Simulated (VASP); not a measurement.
Hf, 2 atoms in the cell. It takes space group P6_3/mmc (No. 194, hexagonal). The conventional cell has a = 2.390 Å, b = 2.390 Å, c = 3.790 Å, α = 90.00°, β = 90.00°, γ = 120.00°. Within 3.1 Å of Hf (site symmetry -6m2) lie 12 Hf at 2.34 to 2.39 Å. 

```yaml
Program: VASP 6.6.1
Task: relaxation of shape and atoms at fixed volume
Functional: LDA
Potentials_or_basis: VASP PAW LDA potentials, release 64 (Hf_pv)
Cutoff: 600 eV
k_mesh: 15 × 15 × 8
Occupations: fermi-dirac, width 0.08 eV
Spin: no spin polarisation
Dipole_correction: no
Further_INCAR_settings: ALGO = Normal; EDIFF = 1e-06; IBRION = 2; EDIFFG = -0.005; NSW = 50; ISIF = 4
```

Potentials or basis: VASP PAW LDA potentials, release 64 (Hf_pv).

Run with:

```console
$ cat potpaw_LDA.64/Hf_pv/POTCAR > POTCAR
$ mpirun -np 1 vasp_std > vasp.out
```

Hardware: 1 thread of Intel(R) Xeon(R) Platinum 8259CL CPU @ 2.50GHz (Skylake/Cascade Lake) (shared host).

Task: Estimate the wall time of this run.

Result: Run time: 2.3 min on 1 thread of Intel(R) Xeon(R) Platinum 8259CL CPU @ 2.50GHz (Skylake/Cascade Lake), with other jobs on the host, peak memory 0.15 GiB. Counts: scf iterations 45, k points 135, ion steps 7.
